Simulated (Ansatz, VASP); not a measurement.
# InSb: VASP beside Ansatz

```xyz
4
Lattice="5.2846 0.0000 0.0000 0.0000 5.6348 0.0000 0.0000 0.0000 3.0216" Properties=species:S:1:pos:R:3 pbc="T T T"
In    0.0000    0.0000    0.0000
In    2.6423    2.8174    0.0000
Sb    2.6423    0.0000    2.5230
Sb    0.0000    2.8174    0.4986
```

Change from the starting cell: volume scaled by 0.96.

Alike in both runs: task single point; functional PBE; k mesh 6 × 6 × 11; occupations fermi-dirac, width 0.08 eV; no spin polarisation.

```csv
,VASP,Ansatz
version,VASP 6.6.1,Ansatz 0.2.0
potentials or method,"VASP PAW PBE potentials, release 64 (In_d, Sb), cutoff 520 eV","all-electron LAPW, scalar-relativistic"
```

```tsv
	VASP	Ansatz	Ansatz less VASP
pressure (GPa)	23.3	23.2	-0.01
traceless stress, the component that is largest in VASP (GPa)	13.96	13.99	+0.033
rms of the force components (eV/Å)	0.381	0.381	+0.0005
```

Atom by atom the forces differ by 0.001 eV/Å (rms over components). Ansatz ran all-electron here, and VASP with PAW potentials.

Spin-orbit coupling is off throughout.
